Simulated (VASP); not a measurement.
A run of VASP 6.6.1:

INCAR

```
PREC = Accurate ; ENCUT = 520
EDIFF = 1E-8 ; ISMEAR = -1
SIGMA = 0.02 ; LREAL = F
LASPH = T ; NELM = 60
ALGO = Normal ; ISIF = 2
LWAVE = F ; LCHARG = F
LEFG = T ; NBANDS = 15
```

File KPOINTS:

```
regular mesh
0
Gamma
  12 12 10
```

The input POSCAR:

```
TaN
1.0
    2.9379988584      0.0293799886      0.0293799886
   -1.4435556127      2.5296916534      0.0107538222
    0.0288300000      0.0288300000      2.8830000000
Ta N
1 1
Direct
    0.3333333333      0.6666666667      0.5000000000
    0.0000000000      0.0000000000      0.0000000000
```

Potentials or basis: VASP PAW LDA potentials, release 64 (Ta_pv, N).

The run is started by

```bash
$ cat potpaw_LDA.64/Ta_pv/POTCAR potpaw_LDA.64/N/POTCAR > POTCAR
$ mpirun -np 1 vasp_std > vasp.out
```

Hardware: 1 thread of Intel Xeon 8259CL (shared host).

Task: How long does it take, and how much memory?

Result: Run time: 2.3 min on 1 thread of Intel Xeon 8259CL (shared host), peak memory 0.33 GiB. Counts: scf iterations 15, k points 724.
